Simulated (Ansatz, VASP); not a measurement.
ZnS: VASP beside Ansatz

INCAR

```
SYSTEM = ZnS
PREC     = Accurate       ! precision mode
ENCUT    = 520            ! plane-wave cutoff, eV
EDIFF    = 1E-6           ! SCF threshold, eV
ISMEAR   = 0              ! smearing method
SIGMA    = 0.02           ! smearing width, eV
LREAL    = .FALSE.        ! projectors in reciprocal space
LASPH    = .TRUE.         ! aspherical terms in the spheres
NELM     = 80             ! most SCF steps
ALGO     = Normal         ! electronic algorithm
ISIF     = 2              ! what is computed and relaxed
LWAVE    = .FALSE.        ! write WAVECAR
LCHARG   = .TRUE.         ! write CHGCAR
GGA      = PE             ! functional
LELF     = .TRUE.         ! ELF
LVHAR    = .TRUE.       
NBANDS   = 36             ! bands
```

Contents of KPOINTS:

```
regular mesh
0
G
  12 12 12
  0 0 0
```

File POSCAR:

```
ZnS
1.0
    1.9231021873      1.1103035655      9.4492875550
   -1.9231021873      1.1103035655      9.4492875550
    0.0000000000     -2.2206071310      9.4492875550
Zn S
3 3
Direct
    0.9999659065      0.9999659065      0.9999659065
    0.2222538452      0.2222538452      0.2222538452
    0.4445320864      0.4445320864      0.4445320864
    0.0832951075      0.0832951075      0.0832951075
    0.5278530983      0.5278530983      0.5278530983
    0.3054259561      0.3054259561      0.3054259561
```

Input for Ansatz:

```yaml
crystal:
  lattice:
    - [1.9231021873, 1.1103035655, 9.449287555]
    - [-1.9231021873, 1.1103035655, 9.449287555]
    - [0.0, -2.220607131, 9.449287555]
  atoms:
    - { symbol: Zn, position: [0.9999659065, 0.9999659065, 0.9999659065] }
    - { symbol: Zn, position: [0.2222538452, 0.2222538452, 0.2222538452] }
    - { symbol: Zn, position: [0.4445320864, 0.4445320864, 0.4445320864] }
    - { symbol: S, position: [0.0832951075, 0.0832951075, 0.0832951075] }
    - { symbol: S, position: [0.5278530983, 0.5278530983, 0.5278530983] }
    - { symbol: S, position: [0.3054259561, 0.3054259561, 0.3054259561] }
basis:
  ecutwfc: 420
kpoints:
  mp_grid: { grid: [12, 12, 12] }
  band_path: { path: [VBM, CBM], npoints: 2 }
hamiltonian:
  xc: pbe
scf:
  occupations: { method: gaussian, width: 0.02 }
output:
  forces: false
  stress: false
  eigenvalues: true
checkpoint:
  read: start.run
  write: ck
  compress: false
  write_wavefunctions: false
  write_every: 100000
```

Alike in both runs: task single point; functional PBE; k mesh 12 × 12 × 12; occupations gaussian, width 0.02 eV; no spin polarisation.

|  | VASP | Ansatz |
| --- | --- | --- |
| version | VASP 6.6.1 | Ansatz 0.2.0 |
| potentials or method | VASP PAW PBE potentials, release 64 (Zn, S), cutoff 520 eV | scalar-relativistic, plane waves, PAW |
| valence electrons in the cell | 54 | 54 |

|  | VASP | Ansatz | Ansatz less VASP |
| --- | --- | --- | --- |
| gap on the k mesh at the Fermi level (eV) | 2.06 | 2.06 | -0.004 |
| least direct gap on the mesh (eV) | 2.06 | 2.06 | -0.004 |

With one functional, cell and mesh, what is left measures potentials, basis and numerics.
